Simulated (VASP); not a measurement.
# Be (P6/mmm) in VASP: a series of runs

Be is run at these levels: PBEsol; tasks: single point, relaxation of cell and atoms.

Everything below comes from runs of VASP 6.6.1. Logs are shortened: lines on timing, memory, paths and dates and some standing lists are left out, and cuts for length are marked.

## (1) The cell of the first run

It takes space group P6/mmm (No. 191, hexagonal). The conventional cell has a = 3.559 Å, b = 3.559 Å, c = 2.175 Å, α = 90.00°, β = 90.00°, γ = 120.00°. Within 2.9 Å of Be (site symmetry 6/mmm) lie 14 Be at 2.18 to 2.32 Å. Be (site symmetry -6m2) has 11 Be at 2.05 to 2.32 Å within 2.7 Å.

## (2) Single point, PBEsol

File INCAR:

```
SYSTEM = Be
ALGO = Normal
EDIFF = 1E-6
ENCUT = 520
GGA = PS
ISIF = 2
ISMEAR = 0
LASPH = .TRUE.
LCHARG = .FALSE.
LREAL = .FALSE.
LWAVE = .FALSE.
NBANDS = 10
NELM = 80
PREC = Accurate
SIGMA = 0.1
```

File KPOINTS:

```
k-points
0
G
  6 6 8
  0 0 0
```

File POSCAR:

```
Be
1.0
    3.5588545067      0.0000000000      0.0000000000
   -1.7794272533      3.0820584112      0.0000000000
    0.0000000000      0.0000000000      2.1753166127
Be
3
Direct
    0.0000000000      0.0000000000      0.0000000000
    0.3333333333      0.6666666667      0.5000000000
    0.6666666667      0.3333333333      0.5000000000
```

Potentials or basis: VASP PAW PBE potentials, release 64 (Be).

On the command line:

```sh
cat potpaw_PBE.64/Be/POTCAR > POTCAR
mpirun -np 1 vasp_std > vasp.out
```

OUTCAR:

```text
SYSTEM = Be
   EDIFF = 1E-6
   ENCUT = 520
   GGA = PS
   ISIF = 2
   ISMEAR = 0
   LASPH = .TRUE.
   LREAL = .FALSE.
   NELM = 80
   PREC = Accurate

 ion  position               nearest neighbor table
   1  0.000  0.000  0.000-   2 2.32   3 2.32   2 2.32   3 2.32   2 2.32   2 2.32   3 2.32   3 2.32
                             3 2.32   3 2.32   2 2.32   2 2.32
   2  0.333  0.667  0.500-   3 2.05   3 2.05   3 2.05   1 2.32   1 2.32   1 2.32   1 2.32   1 2.32
                             1 2.32
   3  0.667  0.333  0.500-   2 2.05   2 2.05   2 2.05   1 2.32   1 2.32   1 2.32   1 2.32   1 2.32
                             1 2.32

  LATTYP: Found a hexagonal cell.
 ALAT       =     3.5588545067
 C/A-ratio  =     0.6112406699

  Lattice vectors:

 A1 = (   3.5588545067,   0.0000000000,   0.0000000000)
 A2 = (  -1.7794272533,   3.0820584112,   0.0000000000)
 A3 = (   0.0000000000,   0.0000000000,   2.1753166127)

Analysis of symmetry for initial positions (statically):
=====================================================================
 Subroutine PRICEL returns:
 Original cell was already a primitive cell.

 Routine SETGRP: Setting up the symmetry group for a
 hexagonal supercell.

 Subroutine GETGRP returns: Found 24 space group operations
 (whereof 24 operations were pure point group operations)
 out of a pool of 24 trial point group operations.

The static configuration has the point symmetry D_6h.

Analysis of symmetry for dynamics (positions and initial velocities):
=====================================================================
 Subroutine PRICEL returns:
 Original cell was already a primitive cell.

 Routine SETGRP: Setting up the symmetry group for a
 hexagonal supercell.

 Subroutine GETGRP returns: Found 24 space group operations
 (whereof 24 operations were pure point group operations)
 out of a pool of 24 trial point group operations.

The dynamic configuration has the point symmetry D_6h.

 Subroutine INISYM returns: Found 24 space group operations
 (whereof 24 operations are pure point group operations),
 and found     1 'primitive' translations

----------------------------------------------------------------------------------------

                                     Primitive cell

  volume of cell :      23.8602

  direct lattice vectors                    reciprocal lattice vectors
     3.558854507  0.000000000  0.000000000     0.280989290  0.162229242  0.000000000
    -1.779427253  3.082058411  0.000000000     0.000000000  0.324458484  0.000000000
     0.000000000  0.000000000  2.175316613     0.000000000  0.000000000  0.459703196

  length of vectors
     3.558854507  3.558854507  2.175316613     0.324458484  0.324458484  0.459703196

  position of ions in fractional coordinates (direct lattice)
     0.000000000  0.000000000  0.000000000
     0.333333333  0.666666667  0.500000000
     0.666666667  0.333333333  0.500000000

  ion indices of the primitive-cell ions
   primitive index   ion index
                 1           1
                 2           2
                 3           3

----------------------------------------------------------------------------------------

 KPOINTS: k-points

Automatic generation of k-mesh.
 Grid dimensions read from file:
 generate k-points for:    6    6    8

 Generating k-lattice:

  Cartesian coordinates                     Fractional coordinates (reciprocal lattice)
     0.046831548  0.027038207  0.000000000     0.166666667 -0.000000000  0.000000000
     0.000000000  0.054076414  0.000000000     0.000000000  0.166666667  0.000000000
     0.000000000  0.000000000  0.057462900     0.000000000  0.000000000  0.125000000

  Length of vectors
     0.054076414  0.054076414  0.057462900

  Shift w.r.t. Gamma in fractional coordinates (k-lattice)
     0.000000000  0.000000000  0.000000000

 Subroutine IBZKPT returns following result:
 ===========================================

 Found     35 irreducible k-points:

 Following reciprocal coordinates:
            Coordinates               Weight
  0.000000  0.000000  0.000000      1.000000
  0.166667  0.000000  0.000000      6.000000
  0.333333  0.000000  0.000000      6.000000
  0.500000  0.000000  0.000000      3.000000
  0.166667  0.166667  0.000000      6.000000
  0.333333  0.166667  0.000000     12.000000
[... 16 lines left out ...]
  0.166667  0.000000  0.375000     12.000000
  0.333333  0.000000  0.375000     12.000000
 [... further k-points ...]
   k-points           NKPTS =     35   k-points in BZ     NKDIM =     35   number of bands    NBANDS=     10
   number of dos      NEDOS =    301   number of ions     NIONS =      3
   total plane-waves  NPLWV =  12544
   dimension x,y,z NGX =    28 NGY =   28 NGZ =   16
   dimension x,y,z NGXF=    56 NGYF=   56 NGZF=   32
   ions per type =               3
   NGX,Y,Z   is equivalent  to a cutoff of  13.08, 13.08, 12.23 a.u.
   NGXF,Y,Z  is equivalent  to a cutoff of  26.16, 26.16, 24.46 a.u.
[... 70 lines left out ...]
      3       6.2982      2.00000
      4       6.5254      2.00000
      5       6.5254      2.00000
      6      13.1017      0.00000
      7      13.3211      0.00000
      8      18.4525      0.00000
      9      27.0374      0.00000
     10      27.0802      0.00000

 k-point     2 :       0.1667    0.0000    0.0000
  band No.  band energies     occupation
      1      -4.0203      2.00000
      2       3.5447      2.00000
      3       4.2843      2.00000
      4       8.0380      0.00000
      5       9.3654      0.00000
      6      14.1540      0.00000
      7      14.6817      0.00000
      8      18.8402      0.00000
      9      25.4258      0.00000
     10      25.9811      0.00000

 k-point     3 :       0.3333    0.0000    0.0000
  band No.  band energies     occupation
      1      -3.0542      2.00000
      2       0.7861      2.00000
      3       3.0052      2.00000
      4       8.2197      0.00000
      5      13.0975      0.00000
      6      16.2537      0.00000
      7      18.3647      0.00000
      8      19.9843      0.00000
      9      22.2038      0.00000
     10      22.3439      0.00000

 k-point     4 :       0.5000    0.0000    0.0000
  band No.  band energies     occupation
      1      -1.4771      2.00000
      2      -1.4134      2.00000
      3       2.5780      2.00000
      4       8.1730      0.00000
      5      17.3027      0.00000
      6      17.7092      0.00000
      7      18.9293      0.00000
      8      19.2405      0.00000
      9      20.9076      0.00000
     10      21.8072      0.00000

 k-point     5 :       0.1667    0.1667    0.0000
  band No.  band energies     occupation
      1      -3.3767      2.00000
      2       2.1984      2.00000
      3       2.2304      2.00000
      4       9.9803      0.00000
      5      10.1761      0.00000
      6      16.5408      0.00000
      7      16.7940      0.00000
      8      19.6062      0.00000
      9      22.1676      0.00000
     10      24.8484      0.00000

 k-point     6 :       0.3333    0.1667    0.0000
  band No.  band energies     occupation
      1      -2.0935      2.00000
      2      -0.1911      2.00000
      3       1.4826      2.00000
      4       9.9513      0.00000
      5      13.6205      0.00000
      6      17.8045      0.00000
      7      19.3458      0.00000
      8      20.3842      0.00000
      9      21.0913      0.00000
     10      22.5058      0.00000
[... 183 lines left out ...]
 k-point    21 :       0.3333    0.3333    0.2500
  band No.  band energies     occupation
      1       0.8464      2.00000
      2       1.0679      2.00000
      3       1.0679      2.00000
      4      12.7088      0.00000
      5      12.7088      0.00000
      6      13.6849      0.00000
      7      15.8711      0.00000
      8      16.7530      0.00000
      9      16.7530      0.00000
     10      23.4273      0.00000

 k-point    22 :       0.0000    0.0000    0.3750
  band No.  band energies     occupation
      1      -1.0723      2.00000
      2       4.7803      2.00000
      3      10.0173      0.00000
      4      10.0173      0.00000
      5      10.8041      0.00000
      6      10.8041      0.00000
      7      12.0854      0.00000
      8      16.0054      0.00000
      9      18.2751      0.00000
     10      18.2751      0.00000

 k-point    23 :       0.1667    0.0000    0.3750
  band No.  band energies     occupation
      1      -0.7512      2.00000
      2       4.7789      2.00000
      3       7.7866      0.00000
      4       8.3757      0.00000
      5      11.3398      0.00000
      6      12.7954      0.00000
      7      12.9326      0.00000
      8      15.5338      0.00000
      9      17.3988      0.00000
     10      18.5397      0.00000

 k-point    24 :       0.3333    0.0000    0.3750
  band No.  band energies     occupation
      1       0.2057      2.00000
      2       3.7125      2.00000
      3       6.8391      2.00000
      4       7.1550      1.99988
      5      10.1921      0.00000
      6      13.0964      0.00000
      7      14.3036      0.00000
      8      15.2940      0.00000
      9      18.4763      0.00000
     10      20.5585      0.00000

 [... further k-points ...]
[... 5 lines left out ...]
  --------------------------------------------------------------------------------------
  -------------------------------------------------------------------------------------
  Total        0.0520812      0.0520812      0.0333180      0.0000000      0.0000000      0.0000000
  in kB        3.4971810      3.4971810      2.2372584      0.0000000      0.0000000      0.0000000
  external PRESSURE =       3.0772068 kB  Pullay stress =       0.0000000 kB

 VOLUME and BASIS-vectors are now :
 -----------------------------------------------------------------------------
  energy-cutoff  :      520.00
  volume of cell :       23.86
      direct lattice vectors                 reciprocal lattice vectors
     3.558854507  0.000000000  0.000000000     0.280989290  0.162229242  0.000000000
    -1.779427253  3.082058411  0.000000000     0.000000000  0.324458484  0.000000000
     0.000000000  0.000000000  2.175316613     0.000000000  0.000000000  0.459703196

 POSITION                                       TOTAL-FORCE (eV/Angst)
 -----------------------------------------------------------------------------------
      0.00000      0.00000      0.00000        -0.000000      0.000000     -0.000000
     -0.00000      2.05471      1.08766        -0.000000      0.000000     -0.000000
      1.77943      1.02735      1.08766         0.000000      0.000000      0.000000
 -----------------------------------------------------------------------------------
    total drift:                                0.000000     -0.000000     -0.000000

  FREE ENERGIE OF THE ION-ELECTRON SYSTEM (eV)
  ---------------------------------------------------
  free  energy   TOTEN  =       -11.4264897234 eV

  energy  without entropy=      -11.4235770553  energy(sigma->0) =      -11.42503339
```

It took 4.9 s on 1 thread of Intel Xeon Platinum 8259CL at 2.50GHz (Skylake/Cascade Lake), shared host; peak memory 0.13 GiB.

What came out:

- Free energy: -11.4265 eV
- Pressure: 0.3 GPa
- Band gap on the k mesh: zero (band 3 reaches 11.38 eV, above the bottom of band 4 at 6.53 eV)

Levels at points of the mesh, in eV from the Fermi level:
```
           k point  band 1  band 2  band 3  band 4  band 5  band 6  band 7  band 8
(0.00, 0.00, 0.00)  -11.77   -1.13   -1.13   -0.90   -0.90    5.67    5.89   11.03
(0.50, 0.00, 0.00)   -8.90   -8.84   -4.85    0.75    9.88   10.28   11.50   11.81
(0.00, 0.00, 0.50)   -6.36   -5.47    3.95    3.95    4.45    6.15    6.15    7.27
(0.50, 0.00, 0.50)   -4.30   -4.25   -1.66   -0.30    1.54    4.01    5.94    6.79
```

Caveat: the k points lie up to 0.36 Å⁻¹ apart; the PAW data sets were made with another functional, which shifts forces and pressure a little.

## (3) Relaxation of cell and atoms, PBEsol

This run uses another cell than the first one, of 9.22 Å³/atom, 1.160 times its volume.

File INCAR:

```
SYSTEM = Be
PREC = Accurate
ENCUT = 600
EDIFF = 1E-6
ISMEAR = 0
SIGMA = 0.1
LREAL = .FALSE.
LASPH = .TRUE.
NELM = 100
ALGO = Fast
ISIF = 3
LWAVE = .FALSE.
LCHARG = .FALSE.
GGA = PS
IBRION = 2
NSW = 90
EDIFFG = -0.04
```

File KPOINTS:

```
Automatic mesh
0
G
  6 6 8
  0 0 0
```

File POSCAR:

```
Be
1.0
    3.7353299930      0.0000000000      0.0000000000
   -1.8676649965      3.2348906655      0.0000000000
    0.0000000000      0.0000000000      2.2899196914
Be
3
Direct
    0.0000000000      0.0000000000      0.0000000000
    0.3333333333      0.6666666667      0.5000000000
    0.6666666667      0.3333333333      0.5000000000
```

Potentials or basis: VASP PAW PBE potentials, release 64 (Be).

On the command line:

```sh
cat potpaw_PBE.64/Be/POTCAR > POTCAR
mpirun -np 1 vasp_std > vasp.out
```

It took 17 s on 1 thread of Intel Xeon Platinum 8259CL at 2.50GHz (Skylake/Cascade Lake), shared host; peak memory 0.14 GiB.

It converged, with:

```yaml
Free_energy: -11.4267 eV
Relaxed_volume: 7.97 Å³/atom
Relaxed_cell: a = 3.558 Å, b = 3.558 Å, c = 2.181 Å, α = 90.00°, β = 90.00°, γ = 120.00°
Space_group_after_relaxing_to_0.05_Å: P6/mmm (No. 191)
Energy_gained_by_relaxing: 56.0 meV/atom
Ionic_steps: 5
Pressure_after_relaxing: 0.1 GPa
Band_gap_on_the_k_mesh: zero (band 3 reaches 11.34 eV, above the bottom of band 4 at 6.53 eV)
```

Stress tensor (GPa, compression positive):
```
 0.56  0.00  0.00
 0.00  0.56  0.00
 0.00  0.00 -0.79
```

Step by step:
```tsv
step	energy change (eV)	largest force (eV/Å)	pressure (GPa)	volume (Å³)
1	0.0000	0.0000	-12.96	27.67
2	-0.1547	0.0000	-3.30	24.79
3	-0.1603	0.0000	-0.74	24.22
4	-0.1603	0.0000	-0.43	24.15
5	-0.1679	0.0000	0.11	23.91
```

Final structure:
```
Be
1.0
     3.55772    0.00000    0.00000
    -1.77886    3.08107    0.00000
     0.00000    0.00000    2.18145
Be
3
Direct
  0.00000 0.00000 0.00000
  0.33333 0.66667 0.50000
  0.66667 0.33333 0.50000
```

Levels at points of the mesh, in eV from the Fermi level:
```
           k point  band 1  band 2  band 3  band 4  band 5  band 6
(0.00, 0.00, 0.00)  -11.73   -1.08   -1.08   -0.85   -0.85    5.72
(0.50, 0.00, 0.00)   -8.86   -8.80   -4.80    0.79    9.92   10.34
(0.00, 0.00, 0.50)   -6.34   -5.46    3.95    3.95    4.50    6.16
(0.50, 0.00, 0.50)   -4.28   -4.23   -1.64   -0.31    1.54    4.02
```

Caveat: the PAW data sets were made with another functional, which shifts forces and pressure a little.

## (4) Single point, PBEsol

This run uses another cell than the first one: it holds 6 atoms, not 3.

File INCAR:

```
  PREC = Accurate
  ENCUT = 520
  EDIFF = 1E-6
  ISMEAR = 0
  SIGMA = 0.1
  LREAL = F
  LASPH = T
  NELM = 60
  ALGO = Normal
  ISIF = 2
  LWAVE = F
  LCHARG = F
  GGA = PS
  NBANDS = 15
```

File KPOINTS:

```
regular mesh
0
Gamma
  10 6 4
```

File POSCAR:

```
Be
1.0
    0.0000000000      0.0000000000     -2.1830619022
    1.7805623630     -3.0840244788      0.0000000000
   -5.3416870891     -3.0840244787      0.0000000000
Be
6
Direct
    0.0000000000      0.5000000000      0.5000000000
    0.0000000000      1.0000000000      1.0000000000
    0.5000000000      0.5000000000      0.8333333333
    0.5000000000      0.0000000000      0.3333333333
    0.5000000000      0.0000000000      0.6666666667
    0.5000000000      0.5000000000      0.1666666667
```

On the command line:

```sh
cat potpaw_PBE.64/Be/POTCAR > POTCAR
mpirun -np 1 vasp_std > vasp.out
```

It took 24 s on 1 thread of Intel Xeon Platinum 8259CL at 2.50GHz (Skylake/Cascade Lake), shared host; peak memory 0.17 GiB.

The run converged. Its results:

* Free energy: -22.8480 eV
* Pressure: 0.4 GPa
* Largest force: 0.008 eV/Å
* Band gap on the k mesh: zero (band 6 reaches 8.65 eV, above the bottom of band 7 at 6.51 eV)

Forces on the atoms (eV/Å):
```
Be   0.000  0.000  0.000
Be   0.000  0.000  0.000
Be   0.007  0.004  0.000
Be   0.007  0.004  0.000
Be  -0.007 -0.004  0.000
Be  -0.007 -0.004  0.000
```

Stress tensor (GPa, compression positive):
```
-0.14 -0.50  0.00
-0.50  0.45  0.00
 0.00  0.00  0.94
```

Levels at points of the mesh, in eV from the Fermi level:
| k point | band 2 | band 3 | band 4 | band 5 | band 6 | band 7 | band 8 | band 9 | band 10 | band 11 |
| --- | --- | --- | --- | --- | --- | --- | --- | --- | --- | --- |
| (0.00, 0.00, 0.00) | -9.07 | -9.00 | -5.01 | -1.29 | -1.29 | -1.07 | -1.07 | 0.56 | 5.47 | 5.70 |
| (0.50, 0.00, 0.00) | -5.68 | -4.50 | -4.44 | -1.86 | -0.52 | 1.33 | 3.74 | 3.74 | 3.78 | 4.28 |
| (0.00, 0.50, 0.00) | -9.77 | -7.00 | -7.00 | -6.94 | -6.94 | 3.96 | 3.96 | 4.14 | 4.14 | 10.15 |
| (0.50, 0.50, 0.00) | -4.51 | -4.48 | -4.48 | -1.62 | -1.62 | 0.01 | 0.01 | 0.55 | 0.55 | 2.50 |
| (0.00, 0.00, 0.50) | -11.21 | -5.48 | -5.48 | -4.05 | -4.05 | 0.60 | 0.60 | 3.54 | 3.54 | 7.47 |
| (0.50, 0.00, 0.50) | -5.83 | -5.20 | -5.20 | 1.07 | 1.07 | 1.34 | 1.34 | 2.18 | 2.18 | 4.58 |
| (0.00, 0.50, 0.50) | -9.07 | -9.01 | -9.01 | -5.01 | -5.01 | 0.56 | 0.56 | 9.68 | 9.68 | 10.10 |
| (0.50, 0.50, 0.50) | -4.49 | -4.44 | -4.44 | -1.86 | -1.86 | -0.53 | -0.53 | 1.33 | 1.33 | 3.78 |

Caveat: the PAW data sets were made with another functional, which shifts forces and pressure a little.

## (5) Single point, PBEsol

This run uses another cell than the first one, of 7.99 Å³/atom, 1.005 times its volume.

File INCAR:

```
SYSTEM = Be
PREC = Accurate ; ENCUT = 520
EDIFF = 1E-7 ; ISMEAR = 0
SIGMA = 0.1 ; LREAL = .FALSE.
LASPH = .TRUE. ; NELM = 60
ALGO = Fast ; ISIF = 2
LWAVE = .FALSE. ; LCHARG = .FALSE.
GGA = PS ; NBANDS = 10
```

File KPOINTS:

```
regular mesh
0
G
  15 15 20
  0 0 0
```

File POSCAR:

```
Be
1.0
    3.5611247260      0.0000000000      0.0000000000
   -1.7805623630      3.0840244788      0.0000000000
    0.0000000000      0.0000000000      2.1830619022
Be
3
Direct
    0.0000000000      0.0000000000      0.0000000000
    0.3333333333      0.6666666667      0.5000000000
    0.6666666667      0.3333333333      0.5000000000
```

On the command line:

```sh
cat potpaw_PBE.64/Be/POTCAR > POTCAR
mpirun -np 1 vasp_std > vasp.out
```

Run time: 42 s. Hardware: 1 thread of Intel Xeon Platinum 8259CL at 2.50GHz (Skylake/Cascade Lake), shared host; peak memory 0.17 GiB.

Results (log left out):

| Quantity | Value |
| --- | --- |
| Free energy | -11.4264 eV |
| Pressure | 0.3 GPa |
| Band gap on the k mesh | zero (band 3 reaches 11.32 eV, above the bottom of band 4 at 6.51 eV) |

Levels at points of the mesh, in eV from the Fermi level:
| k point | band 1 | band 2 | band 3 | band 4 | band 5 | band 6 | band 7 |
| --- | --- | --- | --- | --- | --- | --- | --- |
| (0.00, 0.00, 0.00) | -11.93 | -1.29 | -1.29 | -1.07 | -1.07 | 5.47 | 5.70 |
| (0.00, 0.00, 0.50) | -6.55 | -5.68 | 3.74 | 3.74 | 4.28 | 5.92 | 5.92 |

Caveat: the PAW data sets were made with another functional, which shifts forces and pressure a little.

## (6) Overview

```csv
task,cell,k mesh,cutoff (eV),gap on the mesh (eV),pressure (GPa)
single point,"a = 3.559, b = 3.559, c = 2.175 Å, angles 90.0, 90.0, 120.0°, 3 atoms",6 × 6 × 8,520,none,0.3
relaxation of cell and atoms,"relaxed from a = 3.735, b = 3.735, c = 2.290 Å, angles 90.0, 90.0, 120.0°, 3 atoms",6 × 6 × 8,600,none,0.1
single point,"a = 2.183, b = 3.561, c = 6.168 Å, 6 atoms",10 × 6 × 4,520,none,0.4
single point,"a = 3.561, b = 3.561, c = 2.183 Å, angles 90.0, 90.0, 120.0°, 3 atoms",15 × 15 × 20,520,none,0.3
```

Alike in all rows: level PBEsol; potentials or basis VASP PAW PBE potentials, release 64 (Be); no spin polarisation; smearing gaussian 0.1 eV.

Caveats: some runs use coarse meshes; the PAW data sets were made with another functional, which shifts forces and pressure a little.

Total energies depend on the potentials used, so only differences within one code and one set of settings carry meaning.
